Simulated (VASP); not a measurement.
# Ru (P6_3/mmc) in VASP: notebook, part 2 of 2

VASP 6.6.1. The steps go on from the part before.

## 3. Single point, PBEsol

INCAR reads:

```
SYSTEM = Ru
PREC = Accurate
ENCUT = 520
EDIFF = 1E-6
ISMEAR = -1
SIGMA = 0.05
LREAL = .FALSE.
LASPH = .TRUE.
NELM = 60
ALGO = Normal
ISIF = 2
LWAVE = .FALSE.
LCHARG = .FALSE.
GGA = PS
NBANDS = 21
```

KPOINTS reads:

```
regular mesh
0
G
  14 14 8
  0 0 0
```

POSCAR reads:

```
Ru
1.0
    2.6920017939      0.0000000000      0.0000000000
   -1.3460008970      2.3313419406      0.0000000000
    0.0000000000      0.0000000000      4.2460904852
Ru
2
Direct
    0.3333333333      0.6666666667      0.2500000000
    0.6666666667      0.3333333333      0.7500000000
```

Potentials or basis: VASP PAW PBE potentials, release 64 (Ru_pv).

On the command line:

```sh
$ cat potpaw_PBE.64/Ru_pv/POTCAR > POTCAR
$ mpirun -np 1 vasp_std > vasp.out
```

OUTCAR:

```text
SYSTEM = Ru
   PREC = Accurate
   ENCUT = 520
   EDIFF = 1E-6
   ISMEAR = -1
   LREAL = .FALSE.
   LASPH = .TRUE.
   NELM = 60
   ISIF = 2
   GGA = PS

 ion  position               nearest neighbor table
   1  0.333  0.667  0.250-   2 2.63   2 2.63   2 2.63   2 2.63   2 2.63   2 2.63
   2  0.667  0.333  0.750-   1 2.63   1 2.63   1 2.63   1 2.63   1 2.63   1 2.63

  LATTYP: Found a hexagonal cell.
 ALAT       =     2.6920017939
 C/A-ratio  =     1.5772985348

  Lattice vectors:

 A1 = (   2.6920017939,   0.0000000000,   0.0000000000)
 A2 = (  -1.3460008970,   2.3313419406,   0.0000000000)
 A3 = (   0.0000000000,   0.0000000000,   4.2460904852)

Analysis of symmetry for initial positions (statically):
=====================================================================
 Subroutine PRICEL returns:
 Original cell was already a primitive cell.

 Routine SETGRP: Setting up the symmetry group for a
 hexagonal supercell.

 Subroutine GETGRP returns: Found 24 space group operations
 (whereof 12 operations were pure point group operations)
 out of a pool of 24 trial point group operations.

The static configuration has the point symmetry D_3d.
 The point group associated with its full space group is D_6h.

Analysis of symmetry for dynamics (positions and initial velocities):
=====================================================================
 Subroutine PRICEL returns:
 Original cell was already a primitive cell.

 Routine SETGRP: Setting up the symmetry group for a
 hexagonal supercell.

 Subroutine GETGRP returns: Found 24 space group operations
 (whereof 12 operations were pure point group operations)
 out of a pool of 24 trial point group operations.

The dynamic configuration has the point symmetry D_3d.
 The point group associated with its full space group is D_6h.

 Subroutine INISYM returns: Found 24 space group operations
 (whereof 12 operations are pure point group operations),
 and found     1 'primitive' translations

----------------------------------------------------------------------------------------

                                     Primitive cell

  volume of cell :      26.6484

  direct lattice vectors                    reciprocal lattice vectors
     2.692001794  0.000000000  0.000000000     0.371470778  0.214468754  0.000000000
    -1.346000897  2.331341941  0.000000000     0.000000000  0.428937507  0.000000000
     0.000000000  0.000000000  4.246090485     0.000000000  0.000000000  0.235510761

  length of vectors
     2.692001794  2.692001794  4.246090485     0.428937507  0.428937507  0.235510761

  position of ions in fractional coordinates (direct lattice)
     0.333333333  0.666666667  0.250000000
     0.666666667  0.333333333  0.750000000

  ion indices of the primitive-cell ions
   primitive index   ion index
                 1           1
                 2           2

----------------------------------------------------------------------------------------

 KPOINTS: regular mesh

Automatic generation of k-mesh.
 Grid dimensions read from file:
 generate k-points for:   14   14    8

 Generating k-lattice:

  Cartesian coordinates                     Fractional coordinates (reciprocal lattice)
     0.026533627  0.015319197  0.000000000     0.071428571  0.000000000  0.000000000
     0.000000000  0.030638393  0.000000000     0.000000000  0.071428571  0.000000000
     0.000000000  0.000000000  0.029438845     0.000000000  0.000000000  0.125000000

  Length of vectors
     0.030638393  0.030638393  0.029438845

  Shift w.r.t. Gamma in fractional coordinates (k-lattice)
     0.000000000  0.000000000  0.000000000

 Subroutine IBZKPT returns following result:
 ===========================================

 Found    120 irreducible k-points:

 Following reciprocal coordinates:
            Coordinates               Weight
  0.000000  0.000000  0.000000      1.000000
  0.071429  0.000000  0.000000      6.000000
  0.142857  0.000000  0.000000      6.000000
  0.214286 -0.000000  0.000000      6.000000
  0.285714  0.000000  0.000000      6.000000
  0.357143  0.000000  0.000000      6.000000
[... 16 lines left out ...]
  0.285714  0.285714  0.000000      6.000000
  0.357143  0.285714  0.000000      6.000000
 [... further k-points ...]
   k-points           NKPTS =    120   k-points in BZ     NKDIM =    120   number of bands    NBANDS=     21
   number of dos      NEDOS =    301   number of ions     NIONS =      2
   total plane-waves  NPLWV =  12800
   dimension x,y,z NGX =    20 NGY =   20 NGZ =   32
   dimension x,y,z NGXF=    40 NGYF=   40 NGZF=   64
   ions per type =               2
   NGX,Y,Z   is equivalent  to a cutoff of  12.35, 12.35, 12.53 a.u.
   NGXF,Y,Z  is equivalent  to a cutoff of  24.70, 24.70, 25.06 a.u.
 SYSTEM =  Ru
   PREC   = accura    normal or accurate (medium, high low for compatibility)
   ISTART =      0    job   : 0-new  1-cont  2-samecut
   ICHARG =      2    charge: 1-file 2-atom 10-const
   ISPIN  =      1    spin polarized calculation?
   LNONCOLLINEAR =      F non collinear calculations
   LSORBIT =      F    spin-orbit coupling
   LASPH  =      T    aspherical Exc in radial PAW
   ENCUT  =  520.0 eV  38.22 Ry    6.18 a.u.   5.01  5.01  7.89*2*pi/ulx,y,z
   NELM   =     60;   NELMIN=  2; NELMDL= -5     # of ELM steps
   EDIFF  = 0.1E-05   stopping-criterion for ELM
   LREAL  =      F    real-space projection
   EDIFFG = 0.1E-04   stopping-criterion for IOM
   NSW    =      0    number of steps for IOM
   IBRION =     -1    ionic relax: 0-MD 1-quasi-New 2-CG
   NFREE  =      0    steps in history (QN), initial steepest desc. (CG)
   ISIF   =      2    stress and relaxation
   ISYM   =      2    0-nonsym 1-usesym 2-fastsym
   POTIM  = 0.5000    time-step for ionic-motion
   TEBEG  =    0.0;   TEEND  =   0.0 temperature during run
   PSTRESS=    0.0 pullay stress
   NELECT =      28.0000    total number of electrons
   NUPDOWN=      -1.0000    fix difference up-down
   EMIN   =  10.00;   EMAX   =-10.00  energy-range for DOS
   EFERMI =   0.00;   METHOD = LEGACY
   ISMEAR =    -1;   SIGMA  =   0.05  broadening in eV -4-tet -1-fermi 0-gaus
   EFERMI_NEDOS =   21; number of points for ismear=-14 and -15
   IALGO  =     38    algorithm
   IMIX   =      4    mixing-type and parameters
     AMIX     =   0.40;   BMIX     =  1.00
     AMIX_MAG =   1.60;   BMIX_MAG =  1.00
  volume/ion in A,a.u.               =      13.32        89.92
  Fermi-wavevector in a.u.,A,eV,Ry     =   1.664322  3.145112 37.687693  2.769967
  Thomas-Fermi vector in A             =   2.750886
   LORBIT       =      0    0 simple, 1 ext, 2 COOP (PROOUT), +10 PAW based schemes
   GGA     = PS    functional components
   LHFCALC =     F    Hartree Fock is set to
   AEXX    =    0.0000 exact exchange contribution
   IVDW    =     0    specifies the selected vdW correction
   LEPSILON=     F    determine dielectric tensor
   LRPA    =     F    only Hartree local field effects (RPA)
 non-spin polarized calculation
  energy-cutoff  :      520.00
  volume of cell :       26.65
 maximum number of plane-waves:       735
 NGX is ok and might be reduce to    20
   NGX =  9   NGY =  9   NGZ = 15

 number of electron      27.9999997 magnetization

 Free energy of the ion-electron system (eV)
  ---------------------------------------------------
  ext. energy  EPLUGINS =         0.00000000
  ---------------------------------------------------
  free energy    TOTEN  =       -20.34456990 eV

  energy without entropy =      -20.32848218  energy(sigma->0) =      -20.33652604

 E-fermi :  13.0397     XC(G=0): -14.3976

 val. band max:       13.0320746371   @ k =   0.0000   0.0000   0.3750
 cond. band min:      13.0402536686   @ k =   0.4286   0.0714   0.2500
 fundamental gap:      0.0081790315
 Fermi energy:        13.0397366956

 k-point     1 :       0.0000    0.0000    0.0000
  band No.  band energies     occupation
      1     -30.6400      2.00000
      2     -29.6363      2.00000
      3     -29.6363      2.00000
      4     -29.4519      2.00000
      5     -29.4519      2.00000
      6     -29.4083      2.00000
[... 13 lines left out ...]
     20      23.2979      0.00000
     21      23.6358      0.00000
[... 529 lines left out ...]
 k-point    24 :       0.3571    0.2857    0.0000
  band No.  band energies     occupation
      1     -30.2953      2.00000
      2     -30.0972      2.00000
      3     -30.0941      2.00000
      4     -29.9614      2.00000
      5     -29.8672      2.00000
      6     -29.8618      2.00000
[... 13 lines left out ...]
     20      23.2987      0.00000
     21      23.2993      0.00000

 [... further k-points ...]

------------------------ aborting loop because EDIFF is reached ----------------------------------------

  FORCE on cell =-STRESS in cart. coord.  units (eV):
  Direction    XX          YY          ZZ          XY          YZ          ZX
  --------------------------------------------------------------------------------------
  -------------------------------------------------------------------------------------
  Total       -0.0025274     -0.0025274      0.0063622      0.0000000      0.0000000      0.0000000
  in kB       -0.1519573     -0.1519573      0.3825117      0.0000000      0.0000000      0.0000000
  external PRESSURE =       0.0261990 kB  Pullay stress =       0.0000000 kB

 VOLUME and BASIS-vectors are now :
 -----------------------------------------------------------------------------
  energy-cutoff  :      520.00
  volume of cell :       26.65
      direct lattice vectors                 reciprocal lattice vectors
     2.692001794  0.000000000  0.000000000     0.371470778  0.214468754  0.000000000
    -1.346000897  2.331341941  0.000000000     0.000000000  0.428937507  0.000000000
     0.000000000  0.000000000  4.246090485     0.000000000  0.000000000  0.235510761

 POSITION                                       TOTAL-FORCE (eV/Angst)
 -----------------------------------------------------------------------------------
     -0.00000      1.55423      1.06152         0.000000     -0.000000      0.000000
      1.34600      0.77711      3.18457        -0.000000      0.000000      0.000000
 -----------------------------------------------------------------------------------
    total drift:                               -0.000000      0.000000     -0.000000

  FREE ENERGIE OF THE ION-ELECTRON SYSTEM (eV)
  ---------------------------------------------------
  free  energy   TOTEN  =       -20.3445699000 eV

  energy  without entropy=      -20.3284821815  energy(sigma->0) =      -20.33652604
```

stdout:

```text
POSCAR found type information on POSCAR Ru
 POSCAR found :  1 types and       2 ions
 scaLAPACK will be used
 -----------------------------------------------------------------------------
|                                                                             |
|                                                                             |
|     You enforced a specific xc type in the INCAR file but a different       |
|     I HOPE YOU KNOW WHAT YOU ARE DOING!                                     |
|                                                                             |
 -----------------------------------------------------------------------------

 LDA part: xc-table for (Slater+PW92), standard interpolation
 POSCAR, INCAR and KPOINTS ok, starting setup
 FFT: planning ... GRIDC
 FFT: planning ... GRID_SOFT
 FFT: planning ... GRID
 WAVECAR not read
 entering main loop
```

Run time: 24 s. Hardware: 1 thread of Intel Xeon Platinum 8488C (Sapphire Rapids), shared host; peak memory 0.17 GiB.

Results:

- Free energy: -20.3446 eV
- Pressure: 0.0 GPa
- Band gap on the k mesh: zero (band 14 reaches 14.72 eV, above the bottom of band 15 at 11.47 eV)

Caveat: the PAW data sets were made with another functional, which shifts forces and pressure a little.
